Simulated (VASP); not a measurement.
A run of VASP 6.6.1 is set up as follows.

File INCAR:

```
ALGO = Normal
EDIFF = 1E-7
ENCUT = 520
GGA = PE
ISIF = 2
ISMEAR = 0
LASPH = True
LCHARG = False
LREAL = False
LWAVE = False
NBANDS = 15
NELM = 100
PREC = Accurate
SIGMA = 0.02
```

The input KPOINTS:

```
k-points
0
Gamma
  6 6 6
```

POSCAR

```
BaH4
1.0
    2.3345340568      1.3478438661      3.6093593625
   -2.3345340568      1.3478438661      3.6093593625
    0.0000000000     -2.6956877323      3.6093593625
Ba H
1 4
Direct
    0.0000000000      0.0000000000      0.0000000000
    0.7416934646      0.7416934646      0.7416934646
    0.2583065354      0.2583065354      0.2583065354
    0.4645166460      0.4645166460      0.4645166460
    0.5354833540      0.5354833540      0.5354833540
```

Potentials or basis: VASP PAW PBE potentials, release 64 (Ba_sv, H).

Command:

```bash
$ cat potpaw_PBE.64/Ba_sv/POTCAR potpaw_PBE.64/H/POTCAR > POTCAR
$ mpirun -np 1 vasp_std > vasp.out
```

(1) Predict the band gap on the k mesh.

(2) Estimate the largest force.

(3) Estimate the pressure.

## Answers

(1) 2.51 eV (least direct gap 3.00 eV).

(2) 0.016 eV/Å.

(3) -1.2 GPa.

Caveat: spin-orbit coupling is left out, which moves the levels of the heavy elements.
